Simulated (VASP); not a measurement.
A run of VASP 6.6.1 is set up as follows.

INCAR

```
PREC = Accurate ; ENCUT = 520
EDIFF = 1E-7 ; ISMEAR = 0
SIGMA = 0.05 ; LREAL = F
LASPH = T ; NELM = 80
ALGO = Normal ; ISIF = 2
LWAVE = F ; LCHARG = T
GGA = PE ; IVDW = 12
LELF = T ; LVHAR = T
NBANDS = 11
```

The input KPOINTS:

```
Automatic mesh
0
Gamma
  15 15 15
```

File POSCAR:

```
C
1.0
    1.2324984681      0.7115833223      3.3613878357
   -1.2324984681      0.7115833223      3.3613878357
    0.0000000000     -1.4231666447      3.3613878357
C
2
Direct
    0.1689118131      0.1689118131      0.1478320611
    0.8310881869      0.8310881869      0.8521679389
```

Potentials or basis: VASP PAW PBE potentials, release 64 (C).

Launch:

```sh
$ cat potpaw_PBE.64/C/POTCAR > POTCAR
$ mpirun -np 1 vasp_std > vasp.out
```

**Question.** Predict the pressure.

**Answer.** 1.4 GPa.

**Question.** Estimate the dispersion energy per atom.

**Answer.** -0.156 eV.

Stress tensor (GPa, compression positive):
```
 8.55  0.00  0.00
 0.00 -2.84  2.56
 0.00  2.56 -1.62
```

Caveat: the cell differs from its parent crystal (atoms displaced along a vibrational mode).
